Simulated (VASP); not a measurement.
# BaTiO3 (Pm-3m) in VASP: a series of runs, part 2 of 2

VASP 6.6.1.

## 3. Single point, r2SCAN

The input, POSCAR:

```
BaTiO3
1.0
    4.0060000000      0.0000000000      0.0000000000
    0.0000000000      4.0060000000      0.0000000000
    0.0000000000      0.0000000000      4.0060000000
Ba Ti O
1 1 3
Direct
    0.5000000000      0.5000000000      0.5000000000
    0.0000000000      0.0000000000      0.0000000000
    0.0000000000      0.0000000000      0.5000000000
    0.0000000000      0.5000000000      0.0000000000
    0.5000000000      0.0000000000      0.0000000000
```

The input, INCAR.step1:

```
SYSTEM = BaTiO3
ALGO = Normal
EDIFF = 1E-4
ENCUT = 520
GGA = PE
ISMEAR = 0
LASPH = .TRUE.
LCHARG = .FALSE.
LREAL = .FALSE.
LWAVE = .TRUE.
NBANDS = 28
NELM = 60
PREC = Accurate
SIGMA = 0.01
```

The input, INCAR.step2:

```
SYSTEM = BaTiO3
ALGO = Normal
EDIFF = 1E-6
ENCUT = 520
ISIF = 2
ISMEAR = 0
ISTART = 1
LASPH = .TRUE.
LCHARG = .TRUE.
LELF = .TRUE.
LMIXTAU = .TRUE.
LREAL = .FALSE.
LVHAR = .TRUE.
LWAVE = .FALSE.
METAGGA = R2SCAN
NBANDS = 28
NELM = 60
PREC = Accurate
SIGMA = 0.01
```

The input, KPOINTS:

```
k-points
0
G
  6 6 6
  0 0 0
```

Potentials or basis: VASP PAW PBE potentials, release 64 (Ba_sv, Ti_sv, O).

Started as:

```
$ cat potpaw_PBE.64/Ba_sv/POTCAR potpaw_PBE.64/Ti_sv/POTCAR potpaw_PBE.64/O/POTCAR > POTCAR
$ cp INCAR.step1 INCAR
$ mpirun -np 1 vasp_std > vasp.out
$ cp INCAR.step2 INCAR
$ mpirun -np 1 vasp_std > vasp.out
```

OUTCAR:

```text
SYSTEM = BaTiO3
   EDIFF = 1E-6
   ENCUT = 520
   ISIF = 2
   ISMEAR = 0
   ISTART = 1
   LASPH = .TRUE.
   LREAL = .FALSE.
   METAGGA = R2SCAN
   NELM = 60
   PREC = Accurate

 ion  position               nearest neighbor table
   1  0.500  0.500  0.500-   3 2.83   4 2.83   5 2.83   4 2.83   5 2.83   3 2.83   5 2.83   5 2.83
                             3 2.83   4 2.83   4 2.83   3 2.83   2 3.47   2 3.47   2 3.47   2 3.47
   2  0.000  0.000  0.000-   3 2.00   4 2.00   5 2.00   3 2.00   4 2.00   5 2.00   1 3.47   1 3.47
                             1 3.47   1 3.47   1 3.47   1 3.47   1 3.47   1 3.47
   3  0.000  0.000  0.500-   2 2.00   2 2.00   1 2.83   1 2.83   1 2.83   1 2.83
   4  0.000  0.500  0.000-   2 2.00   2 2.00   1 2.83   1 2.83   1 2.83   1 2.83
   5  0.500  0.000  0.000-   2 2.00   2 2.00   1 2.83   1 2.83   1 2.83   1 2.83

  LATTYP: Found a simple cubic cell.
 ALAT       =     4.0060000000

  Lattice vectors:

 A1 = (   4.0060000000,   0.0000000000,   0.0000000000)
 A2 = (   0.0000000000,   4.0060000000,   0.0000000000)
 A3 = (   0.0000000000,   0.0000000000,   4.0060000000)

Analysis of symmetry for initial positions (statically):
=====================================================================
 Subroutine PRICEL returns:
 Original cell was already a primitive cell.

 Routine SETGRP: Setting up the symmetry group for a
 simple cubic supercell.

 Subroutine GETGRP returns: Found 48 space group operations
 (whereof 48 operations were pure point group operations)
 out of a pool of 48 trial point group operations.

The static configuration has the point symmetry O_h .

Analysis of symmetry for dynamics (positions and initial velocities):
=====================================================================
 Subroutine PRICEL returns:
 Original cell was already a primitive cell.

 Routine SETGRP: Setting up the symmetry group for a
 simple cubic supercell.

 Subroutine GETGRP returns: Found 48 space group operations
 (whereof 48 operations were pure point group operations)
 out of a pool of 48 trial point group operations.

The dynamic configuration has the point symmetry O_h .

 Subroutine INISYM returns: Found 48 space group operations
 (whereof 48 operations are pure point group operations),
 and found     1 'primitive' translations

----------------------------------------------------------------------------------------

                                     Primitive cell

  volume of cell :      64.2884

  direct lattice vectors                    reciprocal lattice vectors
     4.006000000  0.000000000  0.000000000     0.249625562  0.000000000  0.000000000
     0.000000000  4.006000000  0.000000000     0.000000000  0.249625562  0.000000000
     0.000000000  0.000000000  4.006000000     0.000000000  0.000000000  0.249625562

  length of vectors
     4.006000000  4.006000000  4.006000000     0.249625562  0.249625562  0.249625562

  position of ions in fractional coordinates (direct lattice)
     0.500000000  0.500000000  0.500000000
     0.000000000  0.000000000  0.000000000
     0.000000000  0.000000000  0.500000000
     0.000000000  0.500000000  0.000000000
     0.500000000  0.000000000  0.000000000

  ion indices of the primitive-cell ions
   primitive index   ion index
                 1           1
                 2           2
[... 31 lines left out ...]
            Coordinates               Weight
  0.000000  0.000000  0.000000      1.000000
  0.166667  0.000000  0.000000      6.000000
  0.333333  0.000000  0.000000      6.000000
  0.500000  0.000000  0.000000      3.000000
  0.166667  0.166667  0.000000     12.000000
  0.333333  0.166667  0.000000     24.000000
[... 12 lines left out ...]
  0.500000  0.500000  0.333333      6.000000
  0.500000  0.500000  0.500000      1.000000
   k-points           NKPTS =     20   k-points in BZ     NKDIM =     20   number of bands    NBANDS=     28
   number of dos      NEDOS =    301   number of ions     NIONS =      5
   total plane-waves  NPLWV =  27000
   dimension x,y,z NGX =    30 NGY =   30 NGZ =   30
   dimension x,y,z NGXF=    60 NGYF=   60 NGZF=   60
   ions per type =               1   1   3
   NGX,Y,Z   is equivalent  to a cutoff of  12.45, 12.45, 12.45 a.u.
   NGXF,Y,Z  is equivalent  to a cutoff of  24.90, 24.90, 24.90 a.u.
 SYSTEM =  BaTiO3
   PREC   = accura    normal or accurate (medium, high low for compatibility)
   ISTART =      1    job   : 0-new  1-cont  2-samecut
   ICHARG =      0    charge: 1-file 2-atom 10-const
   ISPIN  =      1    spin polarized calculation?
   LNONCOLLINEAR =      F non collinear calculations
   LSORBIT =      F    spin-orbit coupling
   LASPH  =      T    aspherical Exc in radial PAW
   ENCUT  =  520.0 eV  38.22 Ry    6.18 a.u.   7.45  7.45  7.45*2*pi/ulx,y,z
   NELM   =     60;   NELMIN=  2; NELMDL=  0     # of ELM steps
   EDIFF  = 0.1E-05   stopping-criterion for ELM
   LREAL  =      F    real-space projection
   EDIFFG = 0.1E-04   stopping-criterion for IOM
   NSW    =      0    number of steps for IOM
   IBRION =     -1    ionic relax: 0-MD 1-quasi-New 2-CG
   NFREE  =      0    steps in history (QN), initial steepest desc. (CG)
   ISIF   =      2    stress and relaxation
   ISYM   =      2    0-nonsym 1-usesym 2-fastsym
   POTIM  = 0.5000    time-step for ionic-motion
   TEBEG  =    0.0;   TEEND  =   0.0 temperature during run
   PSTRESS=    0.0 pullay stress
   NELECT =      40.0000    total number of electrons
   NUPDOWN=      -1.0000    fix difference up-down
   EMIN   =  10.00;   EMAX   =-10.00  energy-range for DOS
   EFERMI =   0.00;   METHOD = LEGACY
   ISMEAR =     0;   SIGMA  =   0.01  broadening in eV -4-tet -1-fermi 0-gaus
   EFERMI_NEDOS =   21; number of points for ismear=-14 and -15
   IALGO  =     38    algorithm
   IMIX   =      4    mixing-type and parameters
     AMIX     =   0.40;   BMIX     =  1.00
     AMIX_MAG =   1.60;   BMIX_MAG =  1.00
  volume/ion in A,a.u.               =      12.86        86.77
  Fermi-wavevector in a.u.,A,eV,Ry     =   1.397603  2.641087 26.576187  1.953295
  Thomas-Fermi vector in A             =   2.520843
   LORBIT       =      0    0 simple, 1 ext, 2 COOP (PROOUT), +10 PAW based schemes
   METAGGA = R2SCAN    functional components
   LHFCALC =     F    Hartree Fock is set to
   AEXX    =    0.0000 exact exchange contribution
   IVDW    =     0    specifies the selected vdW correction
   LEPSILON=     F    determine dielectric tensor
   LRPA    =     F    only Hartree local field effects (RPA)
 non-spin polarized calculation
 Gauss-broadening in eV      SIGMA  =   0.01
  energy-cutoff  :      520.00
  volume of cell :       64.29
 maximum number of plane-waves:      1755
 NGX is ok and might be reduce to    30
   NGX = 15   NGY = 15   NGZ = 15

 number of electron      39.9999976 magnetization

 Free energy of the ion-electron system (eV)
  ---------------------------------------------------
  ext. energy  EPLUGINS =         0.00000000
  ---------------------------------------------------
  free energy    TOTEN  =       -74.23482356 eV

  energy without entropy =      -74.23482356  energy(sigma->0) =      -74.23482356

 E-fermi :   3.6103     XC(G=0): -11.9045

 val. band max:        3.5119315824   @ k =   0.5000   0.5000   0.5000
 cond. band min:       5.6395185221   @ k =   0.0000   0.0000   0.0000
 fundamental gap:      2.1275869398
 Fermi energy:         3.6103204691

 k-point     1 :       0.0000    0.0000    0.0000
  band No.  band energies     occupation
      1     -55.3838      2.00000
      2     -30.5400      2.00000
      3     -30.5400      2.00000
      4     -30.5400      2.00000
      5     -21.9653      2.00000
      6     -14.3432      2.00000
[... 609 lines left out ...]
     27      11.5756      0.00000
     28      11.5757      0.00000

------------------------ aborting loop because EDIFF is reached ----------------------------------------

  FORCE on cell =-STRESS in cart. coord.  units (eV):
  Direction    XX          YY          ZZ          XY          YZ          ZX
  --------------------------------------------------------------------------------------
  -------------------------------------------------------------------------------------
  Total        0.1334389      0.1334389      0.1334389      0.0000000      0.0000000      0.0000000
  in kB        3.3255239      3.3255239      3.3255239      0.0000000      0.0000000      0.0000000
  external PRESSURE =       3.3255239 kB  Pullay stress =       0.0000000 kB

 VOLUME and BASIS-vectors are now :
 -----------------------------------------------------------------------------
  energy-cutoff  :      520.00
  volume of cell :       64.29
      direct lattice vectors                 reciprocal lattice vectors
     4.006000000  0.000000000  0.000000000     0.249625562  0.000000000  0.000000000
     0.000000000  4.006000000  0.000000000     0.000000000  0.249625562  0.000000000
     0.000000000  0.000000000  4.006000000     0.000000000  0.000000000  0.249625562

 POSITION                                       TOTAL-FORCE (eV/Angst)
 -----------------------------------------------------------------------------------
      2.00300      2.00300      2.00300         0.000000      0.000000      0.000000
      0.00000      0.00000      0.00000         0.000000      0.000000      0.000000
      0.00000      0.00000      2.00300         0.000000      0.000000      0.000000
      0.00000      2.00300      0.00000         0.000000      0.000000      0.000000
      2.00300      0.00000      0.00000         0.000000      0.000000      0.000000
 -----------------------------------------------------------------------------------
    total drift:                                0.000000     -0.000000      0.000000

  FREE ENERGIE OF THE ION-ELECTRON SYSTEM (eV)
  ---------------------------------------------------
  free  energy   TOTEN  =       -74.2348235614 eV

  energy  without entropy=      -74.2348235614  energy(sigma->0) =      -74.23482356
```

Run time: 1.7 min. Hardware: 1 thread of Intel Xeon Platinum 8488C (Sapphire Rapids), shared host; peak memory 0.19 GiB.

What came out:

| Property | Result |
| --- | --- |
| Free energy | -74.2348 eV |
| Pressure | 0.3 GPa |
| Band gap on the k mesh | 2.13 eV, indirect (least direct gap 2.29 eV) |

Caveat: the PAW data sets were made with another functional, which shifts forces and pressure a little; spin-orbit coupling is left out, which moves the levels of the heavy elements. A k mesh can miss the band edges.

## 4. Single point, LDA

The input, INCAR:

```
ALGO = Normal
EDIFF = 1E-6
ENCUT = 520
ISIF = 2
ISMEAR = -1
LASPH = True
LCHARG = True
LELF = True
LREAL = False
LVHAR = True
LWAVE = False
NBANDS = 28
NELM = 60
PREC = Accurate
SIGMA = 0.05
```

The input, KPOINTS:

```
k-points
0
Gamma
  7 7 7
```

POSCAR is that of step 3.

Potentials or basis: VASP PAW LDA potentials, release 64 (Ba_sv, Ti_sv, O).

Started as:

```
$ cat potpaw_LDA.64/Ba_sv/POTCAR potpaw_LDA.64/Ti_sv/POTCAR potpaw_LDA.64/O/POTCAR > POTCAR
$ mpirun -np 1 vasp_std > vasp.out
```

Run time: 21 s. Hardware: 1 thread of Intel Xeon Platinum 8559C (Emerald Rapids), shared host; peak memory 0.17 GiB.

It converged, with:

- Free energy: -44.0980 eV
- Pressure: -7.3 GPa
- Band gap on the k mesh: 1.71 eV, indirect (least direct gap 1.80 eV)

Levels at points of the mesh, in eV from the valence-band top:
```csv
k point,band 18,band 19,band 20,band 21,band 22,band 23
"(0.00, 0.00, 0.00)",-0.08,-0.08,-0.08,1.71,1.71,1.71
```

Caveat: spin-orbit coupling is left out, which moves the levels of the heavy elements. A k mesh can miss the band edges.

## 5. Overview

| level | potentials or basis | k mesh | smearing | gap on the mesh (eV) | pressure (GPa) |
| --- | --- | --- | --- | --- | --- |
| PBEsol | VASP PAW PBE potentials, release 64 (Ba_sv, Ti_sv, O) | 6 × 6 × 6 | gaussian 0.01 eV | 1.69 | -2.8 |
| r2SCAN | VASP PAW PBE potentials, release 64 (Ba_sv, Ti_sv, O) | 6 × 6 × 6 | gaussian 0.01 eV | 2.13 | 0.3 |
| LDA | VASP PAW LDA potentials, release 64 (Ba_sv, Ti_sv, O) | 7 × 7 × 7 | fermi-dirac 0.05 eV | 1.71 | -7.3 |

Alike in all rows: task single point; no spin polarisation; cell as given; cutoff (eV) 520.

Caveats: spin-orbit coupling is left out, which moves the levels of the heavy elements; the PAW data sets were made with another functional, which shifts forces and pressure a little (some runs).

Total energies depend on the potentials used, so only differences within one code and one set of settings carry meaning.
